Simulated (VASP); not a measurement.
# GePt (Pnma) in VASP: notebook

GePt is run at these levels: PBE, LDA, PBEsol; tasks: single point.

All numbers are computed with VASP 6.6.1; they aren't measurements. Logs are shortened: lines on timing, memory, paths and dates and some standing lists are left out, and cuts for length are marked.

### 1 The cell of the first run

It takes space group Pnma (No. 62, orthorhombic). Conventional cell: a = 5.814 Å, b = 3.766 Å, c = 6.171 Å, α = 90.00°, β = 90.00°, γ = 90.00°. Within 3.3 Å of Ge (site symmetry m) lie 6 Pt at 2.51 to 2.71 Å and 2 Ge at 3.08 Å. Pt (site symmetry m) has 6 Ge at 2.51 to 2.71 Å and 4 Pt at 2.99 to 3.03 Å within 3.3 Å.

### 2 Single point, PBE

The input, INCAR:

```
SYSTEM = GePt
PREC = Accurate ; ENCUT = 520
EDIFF = 1E-7 ; ISMEAR = -1
SIGMA = 0.1 ; LREAL = .False.
LASPH = .True. ; NELM = 60
ALGO = Normal ; ISIF = 2
LWAVE = .False. ; LCHARG = .False.
GGA = PE ; NBANDS = 58
```

The input, KPOINTS:

```
regular mesh
0
Gamma
  5 8 5
  0 0 0
```

The input, POSCAR:

```
GePt
1.0
    5.8138392078      0.0000000000      0.0000000000
    0.0000000000      3.7655455695      0.0000000000
    0.0000000000      0.0000000000      6.1709696025
Ge Pt
4 4
Direct
    0.1866141352      0.2500000000      0.5889037048
    0.3133858648      0.7500000000      0.0889037048
    0.6866141352      0.2500000000      0.9110962952
    0.8133858648      0.7500000000      0.4110962952
    0.9978583761      0.2500000000      0.1925651702
    0.5021416239      0.7500000000      0.6925651702
    0.4978583761      0.2500000000      0.3074348298
    0.0021416239      0.7500000000      0.8074348298
```

Potentials or basis: VASP PAW PBE potentials, release 64 (Ge_d, Pt).

The run is started by

```bash
cat potpaw_PBE.64/Ge_d/POTCAR potpaw_PBE.64/Pt/POTCAR > POTCAR
mpirun -np 1 vasp_std > vasp.out
```

OUTCAR:

```text
SYSTEM = GePt
   PREC = Accurate
   ENCUT = 520
   EDIFF = 1E-7
   ISMEAR = -1
   LREAL = .False.
   LASPH = .True.
   NELM = 60
   ISIF = 2
   GGA = PE

 ion  position               nearest neighbor table
   1  0.187  0.250  0.589-   7 2.51   8 2.55   8 2.55   5 2.68   6 2.71   6 2.71
   2  0.313  0.750  0.089-   8 2.51   7 2.55   7 2.55   6 2.68   5 2.71   5 2.71
   3  0.687  0.250  0.911-   5 2.51   6 2.55   6 2.55   7 2.68   8 2.71   8 2.71
   4  0.813  0.750  0.411-   6 2.51   5 2.55   5 2.55   8 2.68   7 2.71   7 2.71
   5  0.998  0.250  0.193-   3 2.51   4 2.55   4 2.55   1 2.68   2 2.71   2 2.71   7 2.99   7 2.99
                             8 3.03   8 3.03
   6  0.502  0.750  0.693-   4 2.51   3 2.55   3 2.55   2 2.68   1 2.71   1 2.71   8 2.99   8 2.99
                             7 3.03   7 3.03
   7  0.498  0.250  0.307-   1 2.51   2 2.55   2 2.55   3 2.68   4 2.71   4 2.71   5 2.99   5 2.99
                             6 3.03   6 3.03
   8  0.002  0.750  0.807-   2 2.51   1 2.55   1 2.55   4 2.68   3 2.71   3 2.71   6 2.99   6 2.99
                             5 3.03   5 3.03

  LATTYP: Found a simple orthorhombic cell.
 ALAT       =     3.7655455695
 B/A-ratio  =     1.5439566725
 C/A-ratio  =     1.6387982800

  Lattice vectors:

 A1 = (   0.0000000000,  -3.7655455695,   0.0000000000)
 A2 = (   5.8138392078,   0.0000000000,   0.0000000000)
 A3 = (   0.0000000000,   0.0000000000,   6.1709696025)

Analysis of symmetry for initial positions (statically):
=====================================================================
 Subroutine PRICEL returns:
 Original cell was already a primitive cell.

 Routine SETGRP: Setting up the symmetry group for a
 simple orthorhombic supercell.

 Subroutine GETGRP returns: Found  8 space group operations
 (whereof  2 operations were pure point group operations)
 out of a pool of  8 trial point group operations.

The static configuration has the point symmetry S_2 .
 The point group associated with its full space group is D_2h.

Analysis of symmetry for dynamics (positions and initial velocities):
=====================================================================
 Subroutine PRICEL returns:
 Original cell was already a primitive cell.

 Routine SETGRP: Setting up the symmetry group for a
 simple orthorhombic supercell.

 Subroutine GETGRP returns: Found  8 space group operations
 (whereof  2 operations were pure point group operations)
 out of a pool of  8 trial point group operations.

The dynamic configuration has the point symmetry S_2 .
 The point group associated with its full space group is D_2h.

 Subroutine INISYM returns: Found  8 space group operations
 (whereof  2 operations are pure point group operations),
 and found     1 'primitive' translations

----------------------------------------------------------------------------------------

                                     Primitive cell

  volume of cell :     135.0966

  direct lattice vectors                    reciprocal lattice vectors
     5.813839208  0.000000000  0.000000000     0.172003381  0.000000000  0.000000000
     0.000000000  3.765545569  0.000000000     0.000000000  0.265565768  0.000000000
     0.000000000  0.000000000  6.170969602     0.000000000  0.000000000  0.162049089

  length of vectors
     5.813839208  3.765545569  6.170969602     0.172003381  0.265565768  0.162049089

  position of ions in fractional coordinates (direct lattice)
     0.186614135  0.250000000  0.588903705
     0.313385865  0.750000000  0.088903705
     0.686614135  0.250000000  0.911096295
     0.813385865  0.750000000  0.411096295
     0.997858376  0.250000000  0.192565170
     0.502141624  0.750000000  0.692565170
     0.497858376  0.250000000  0.307434830
     0.002141624  0.750000000  0.807434830

  ion indices of the primitive-cell ions
   primitive index   ion index
                 1           1
                 2           2
                 3           3
                 4           4
                 5           5
                 6           6
                 7           7
                 8           8

----------------------------------------------------------------------------------------

 KPOINTS: regular mesh

Automatic generation of k-mesh.
 Grid dimensions read from file:
 generate k-points for:    5    8    5

 Generating k-lattice:

  Cartesian coordinates                     Fractional coordinates (reciprocal lattice)
     0.034400676  0.000000000  0.000000000     0.200000000  0.000000000  0.000000000
     0.000000000  0.033195721  0.000000000     0.000000000  0.125000000  0.000000000
     0.000000000  0.000000000  0.032409818     0.000000000  0.000000000  0.200000000

  Length of vectors
     0.034400676  0.033195721  0.032409818

  Shift w.r.t. Gamma in fractional coordinates (k-lattice)
     0.000000000  0.000000000  0.000000000

 Subroutine IBZKPT returns following result:
 ===========================================

 Found     45 irreducible k-points:

 Following reciprocal coordinates:
            Coordinates               Weight
  0.000000  0.000000  0.000000      1.000000
  0.200000  0.000000  0.000000      2.000000
  0.400000  0.000000  0.000000      2.000000
  0.000000  0.125000  0.000000      2.000000
  0.200000  0.125000  0.000000      4.000000
  0.400000  0.125000  0.000000      4.000000
[... 16 lines left out ...]
  0.200000  0.250000  0.200000      8.000000
  0.400000  0.250000  0.200000      8.000000
 [... further k-points ...]
   k-points           NKPTS =     45   k-points in BZ     NKDIM =     45   number of bands    NBANDS=     58
   number of dos      NEDOS =    301   number of ions     NIONS =      8
   total plane-waves  NPLWV =  64512
   dimension x,y,z NGX =    48 NGY =   28 NGZ =   48
   dimension x,y,z NGXF=    96 NGYF=   56 NGZF=   96
   ions per type =               4   4
   NGX,Y,Z   is equivalent  to a cutoff of  13.73, 12.36, 12.93 a.u.
   NGXF,Y,Z  is equivalent  to a cutoff of  27.45, 24.72, 25.86 a.u.
 SYSTEM =  GePt
   PREC   = accura    normal or accurate (medium, high low for compatibility)
   ISTART =      0    job   : 0-new  1-cont  2-samecut
   ICHARG =      2    charge: 1-file 2-atom 10-const
   ISPIN  =      1    spin polarized calculation?
   LNONCOLLINEAR =      F non collinear calculations
   LSORBIT =      F    spin-orbit coupling
   LASPH  =      T    aspherical Exc in radial PAW
   ENCUT  =  520.0 eV  38.22 Ry    6.18 a.u.  10.81  7.00 11.47*2*pi/ulx,y,z
   NELM   =     60;   NELMIN=  2; NELMDL= -5     # of ELM steps
   EDIFF  = 0.1E-06   stopping-criterion for ELM
   LREAL  =      F    real-space projection
   EDIFFG = 0.1E-05   stopping-criterion for IOM
   NSW    =      0    number of steps for IOM
   IBRION =     -1    ionic relax: 0-MD 1-quasi-New 2-CG
   NFREE  =      0    steps in history (QN), initial steepest desc. (CG)
   ISIF   =      2    stress and relaxation
   ISYM   =      2    0-nonsym 1-usesym 2-fastsym
   POTIM  = 0.5000    time-step for ionic-motion
   TEBEG  =    0.0;   TEEND  =   0.0 temperature during run
   PSTRESS=    0.0 pullay stress
   NELECT =      96.0000    total number of electrons
   NUPDOWN=      -1.0000    fix difference up-down
   EMIN   =  10.00;   EMAX   =-10.00  energy-range for DOS
   EFERMI =   0.00;   METHOD = LEGACY
   ISMEAR =    -1;   SIGMA  =   0.10  broadening in eV -4-tet -1-fermi 0-gaus
   EFERMI_NEDOS =   21; number of points for ismear=-14 and -15
   IALGO  =     38    algorithm
   IMIX   =      4    mixing-type and parameters
     AMIX     =   0.40;   BMIX     =  1.00
     AMIX_MAG =   1.60;   BMIX_MAG =  1.00
  volume/ion in A,a.u.               =      16.89       113.96
  Fermi-wavevector in a.u.,A,eV,Ry     =   1.460889  2.760679 29.037497  2.134196
  Thomas-Fermi vector in A             =   2.577285
   LORBIT       =      0    0 simple, 1 ext, 2 COOP (PROOUT), +10 PAW based schemes
   GGA     = PE    functional components
   LHFCALC =     F    Hartree Fock is set to
   AEXX    =    0.0000 exact exchange contribution
   IVDW    =     0    specifies the selected vdW correction
   LEPSILON=     F    determine dielectric tensor
   LRPA    =     F    only Hartree local field effects (RPA)
 non-spin polarized calculation
  energy-cutoff  :      520.00
  volume of cell :      135.10
 maximum number of plane-waves:      3660
 NGX is ok and might be reduce to    48
   NGX = 21   NGY = 15   NGZ = 23

 number of electron      95.9999955 magnetization

 Free energy of the ion-electron system (eV)
  ---------------------------------------------------
  ext. energy  EPLUGINS =         0.00000000
  ---------------------------------------------------
  free energy    TOTEN  =       -46.20302253 eV

  energy without entropy =      -46.12345630  energy(sigma->0) =      -46.16323942

 E-fermi :   9.0595     XC(G=0): -12.2101

 val. band max:        9.0473186291   @ k =   0.0000   0.2500   0.2000
 cond. band min:       9.0912191484   @ k =   0.0000   0.1250   0.4000
 fundamental gap:      0.0439005193
 Fermi energy:         9.0595300850

 k-point     1 :       0.0000    0.0000    0.0000
  band No.  band energies     occupation
      1     -16.0257      2.00000
      2     -16.0201      2.00000
      3     -16.0182      2.00000
      4     -16.0162      2.00000
      5     -16.0075      2.00000
      6     -15.9967      2.00000
[... 50 lines left out ...]
     57      14.1289      0.00000
     58      14.5289      0.00000

 k-point     2 :       0.2000    0.0000    0.0000
  band No.  band energies     occupation
      1     -16.0249      2.00000
      2     -16.0193      2.00000
      3     -16.0187      2.00000
      4     -16.0161      2.00000
      5     -16.0069      2.00000
      6     -15.9980      2.00000
[... 50 lines left out ...]
     57      14.1790      0.00000
     58      14.6302      0.00000

 k-point     3 :       0.4000    0.0000    0.0000
  band No.  band energies     occupation
      1     -16.0228      2.00000
      2     -16.0204      2.00000
      3     -16.0176      2.00000
      4     -16.0163      2.00000
      5     -16.0048      2.00000
      6     -16.0013      2.00000
[... 1216 lines left out ...]
      3     -16.0109      2.00000
      4     -16.0080      2.00000
      5     -16.0069      2.00000
      6     -16.0038      2.00000
[... 50 lines left out ...]
     57      13.8849      0.00000
     58      14.5134      0.00000

 k-point    24 :       0.4000    0.2500    0.2000
  band No.  band energies     occupation
      1     -16.0228      2.00000
      2     -16.0215      2.00000
      3     -16.0098      2.00000
      4     -16.0084      2.00000
      5     -16.0059      2.00000
      6     -16.0042      2.00000
[... 50 lines left out ...]
     57      14.3417      0.00000
     58      14.7032      0.00000

 [... further k-points ...]
[... 5 lines left out ...]
  --------------------------------------------------------------------------------------
  -------------------------------------------------------------------------------------
  Total       -0.0295752     -0.0550655     -0.0363969      0.0000000      0.0000000      0.0000000
  in kB       -0.3507467     -0.6530485     -0.4316490      0.0000000      0.0000000      0.0000000
  external PRESSURE =      -0.4784814 kB  Pullay stress =       0.0000000 kB

 VOLUME and BASIS-vectors are now :
 -----------------------------------------------------------------------------
  energy-cutoff  :      520.00
  volume of cell :      135.10
      direct lattice vectors                 reciprocal lattice vectors
     5.813839208  0.000000000  0.000000000     0.172003381  0.000000000  0.000000000
     0.000000000  3.765545569  0.000000000     0.000000000  0.265565768  0.000000000
     0.000000000  0.000000000  6.170969602     0.000000000  0.000000000  0.162049089

 POSITION                                       TOTAL-FORCE (eV/Angst)
 -----------------------------------------------------------------------------------
      1.08494      0.94139      3.63411        -0.002770      0.000000      0.000753
      1.82198      2.82416      0.54862         0.002770     -0.000000      0.000753
      3.99186      0.94139      5.62235        -0.002770     -0.000000     -0.000753
      4.72889      2.82416      2.53686         0.002770     -0.000000     -0.000753
      5.80139      0.94139      1.18831         0.001171      0.000000     -0.002334
      2.91937      2.82416      4.27380        -0.001171     -0.000000     -0.002334
      2.89447      0.94139      1.89717         0.001171     -0.000000      0.002334
      0.01245      2.82416      4.98266        -0.001171     -0.000000      0.002334
 -----------------------------------------------------------------------------------
    total drift:                                0.000000     -0.000000      0.000000

  FREE ENERGIE OF THE ION-ELECTRON SYSTEM (eV)
  ---------------------------------------------------
  free  energy   TOTEN  =       -46.2030225316 eV

  energy  without entropy=      -46.1234563014  energy(sigma->0) =      -46.16323942
```

Run time: 9.6 min. Hardware: 1 thread of AMD EPYC 7R13, shared host; peak memory 0.39 GiB.

Results:

- Free energy: -46.2030 eV
- Pressure: 0.0 GPa
- Band gap on the k mesh: zero (band 48 reaches 9.93 eV, above the bottom of band 49 at 8.51 eV)

Forces on the atoms (eV/Å):
```
Ge  -0.003  0.000  0.001
Ge   0.003  0.000  0.001
Ge  -0.003  0.000 -0.001
Ge   0.003  0.000 -0.001
Pt   0.001  0.000 -0.002
Pt  -0.001  0.000 -0.002
Pt   0.001  0.000  0.002
Pt  -0.001  0.000  0.002
```

Levels at points of the mesh, in eV from the Fermi level:
```tsv
k point	band 45	band 46	band 47	band 48	band 49	band 50	band 51	band 52
(0.00, 0.00, 0.00)	-2.30	-1.35	-1.34	-0.86	0.70	0.80	2.95	3.19
(0.00, 0.50, 0.00)	-2.41	-2.41	-1.50	-1.50	-0.12	-0.12	2.04	2.04
```

Caveat: spin-orbit coupling is left out, which moves the levels of the heavy elements.

### 3 Single point, LDA

This run uses another cell than the first one, of 15.85 Å³/atom, 0.939 times its volume.

The input, INCAR:

```
  PREC = Accurate
  ENCUT = 520
  EDIFF = 1E-7
  ISMEAR = -1
  SIGMA = 0.1
  LREAL = False
  LASPH = True
  NELM = 80
  ALGO = Normal
  ISIF = 2
  LWAVE = False
  LCHARG = True
  LELF = True
  LVHAR = True
  NBANDS = 58
```

The input, KPOINTS:

```
Automatic mesh
0
Gamma
  5 8 5
```

The input, POSCAR:

```
GePt
1.0
    5.6936435999      0.0000000000      0.0000000000
    0.0000000000      3.6925831047      0.0000000000
    0.0000000000      0.0000000000      6.0320437036
Ge Pt
4 4
Direct
    0.1853422384      0.2500000000      0.5892217800
    0.3146577616      0.7500000000      0.0892217800
    0.6853422384      0.2500000000      0.9107782200
    0.8146577616      0.7500000000      0.4107782200
    1.0005631116      0.2500000000      0.1910960915
    0.4994368884      0.7500000000      0.6910960915
    0.5005631116      0.2500000000      0.3089039085
   -0.0005631116      0.7500000000      0.8089039085
```

Potentials or basis: VASP PAW LDA potentials, release 64 (Ge_d, Pt).

The run is started by

```bash
cat potpaw_LDA.64/Ge_d/POTCAR potpaw_LDA.64/Pt/POTCAR > POTCAR
mpirun -np 1 vasp_std > vasp.out
```

Run time: 5.8 min. Hardware: 1 thread of Intel Xeon 6975P-C, shared host; peak memory 0.36 GiB.

The run converged. Its results:

| Item | Value |
| --- | --- |
| Free energy | -54.8469 eV |
| Pressure | 0.7 GPa |
| Largest force | 0.023 eV/Å |
| Band gap on the k mesh | zero (band 48 reaches 10.75 eV, above the bottom of band 49 at 9.27 eV) |

Forces on the atoms (eV/Å):
```
Ge  -0.015  0.000  0.003
Ge   0.015  0.000  0.003
Ge  -0.015  0.000 -0.003
Ge   0.015  0.000 -0.003
Pt   0.021  0.000 -0.010
Pt  -0.021  0.000 -0.010
Pt   0.021  0.000  0.010
Pt  -0.021  0.000  0.010
```

Stress tensor (GPa, compression positive):
```
0.73 0.00 0.00
0.00 0.63 0.00
0.00 0.00 0.75
```

Levels at points of the mesh, in eV from the Fermi level:
| k point | band 46 | band 47 | band 48 | band 49 | band 50 | band 51 |
| --- | --- | --- | --- | --- | --- | --- |
| (0.00, 0.00, 0.00) | -1.62 | -1.45 | -0.98 | 0.69 | 0.98 | 2.97 |
| (0.00, 0.50, 0.00) | -2.63 | -1.66 | -1.66 | -0.14 | -0.14 | 2.11 |

Caveat: spin-orbit coupling is left out, which moves the levels of the heavy elements.

### 4 Single point, PBEsol

This run uses another cell than the first one, of 16.18 Å³/atom, 0.958 times its volume.

The input, INCAR:

```
SYSTEM = GePt
PREC = Accurate
ENCUT = 520
EDIFF = 1E-7
ISMEAR = -1
SIGMA = 0.1
LREAL = .False.
LASPH = .True.
NELM = 60
ALGO = Normal
ISIF = 2
LWAVE = .False.
LCHARG = .False.
GGA = PS
NBANDS = 58
```

The input, KPOINTS:

```
Automatic mesh
0
Gamma
  5 8 5
  0 0 0
```

The input, POSCAR:

```
GePt
1.0
    5.7293704145      0.0000000000      0.0000000000
    0.0000000000      3.7185687832      0.0000000000
    0.0000000000      0.0000000000      6.0753954444
Ge Pt
4 4
Direct
    0.1848145100      0.2500000000      0.5890578518
    0.3151854900      0.7500000000      0.0890578518
    0.6848145100      0.2500000000      0.9109421482
    0.8151854900      0.7500000000      0.4109421482
    1.0006997226      0.2500000000      0.1909925770
    0.4993002774      0.7500000000      0.6909925770
    0.5006997226      0.2500000000      0.3090074230
   -0.0006997226      0.7500000000      0.8090074230
```

Potentials or basis: VASP PAW PBE potentials, release 64 (Ge_d, Pt).

The run is started by

```bash
cat potpaw_PBE.64/Ge_d/POTCAR potpaw_PBE.64/Pt/POTCAR > POTCAR
mpirun -np 1 vasp_std > vasp.out
```

Run time: 7.4 min. Hardware: 1 thread of Intel Xeon 6975P-C, shared host; peak memory 0.41 GiB.

It converged, with:

```
Free energy            : -51.6613 eV
Pressure               : 0.0 GPa
Largest force          : 0.009 eV/Å
Band gap on the k mesh : zero (band 48 reaches 10.47 eV, above the bottom of band 49 at 9.00 eV)
```

Forces on the atoms (eV/Å):
```
Ge   0.001  0.000  0.009
Ge  -0.001  0.000  0.009
Ge   0.001  0.000 -0.009
Ge  -0.001  0.000 -0.009
Pt  -0.006  0.000 -0.005
Pt   0.006  0.000 -0.005
Pt  -0.006  0.000  0.005
Pt   0.006  0.000  0.005
```

Levels at points of the mesh, in eV from the Fermi level:
| k point | band 44 | band 45 | band 46 | band 47 | band 48 | band 49 | band 50 | band 51 | band 52 | band 53 |
| --- | --- | --- | --- | --- | --- | --- | --- | --- | --- | --- |
| (0.00, 0.00, 0.00) | -2.68 | -2.43 | -1.57 | -1.40 | -0.95 | 0.66 | 0.93 | 2.98 | 3.19 | 3.40 |
| (0.00, 0.50, 0.00) | -2.66 | -2.56 | -2.56 | -1.61 | -1.61 | -0.14 | -0.14 | 2.06 | 2.06 | 2.23 |

Caveat: the PAW data sets were made with another functional, which shifts forces and pressure a little; spin-orbit coupling is left out, which moves the levels of the heavy elements.

### 5 Overview

```csv
level,potentials or basis,cell,gap on the mesh (eV),pressure (GPa),largest force (eV/Å)
PBE,"VASP PAW PBE potentials, release 64 (Ge_d, Pt)","a = 5.814, b = 3.766, c = 6.171 Å, 8 atoms",none,0.0,-
LDA,"VASP PAW LDA potentials, release 64 (Ge_d, Pt)","a = 5.694, b = 3.693, c = 6.032 Å, 8 atoms",none,0.7,0.02
PBEsol,"VASP PAW PBE potentials, release 64 (Ge_d, Pt)","a = 5.729, b = 3.719, c = 6.075 Å, 8 atoms",none,0.0,0.01
```

Alike in all rows: task single point; no spin polarisation; k mesh 5 × 8 × 5; cutoff (eV) 520; smearing fermi-dirac 0.1 eV.

Caveats: spin-orbit coupling is left out, which moves the levels of the heavy elements; the PAW data sets were made with another functional, which shifts forces and pressure a little (some runs).

Absolute energies hang on the potentials; compare differences alone.
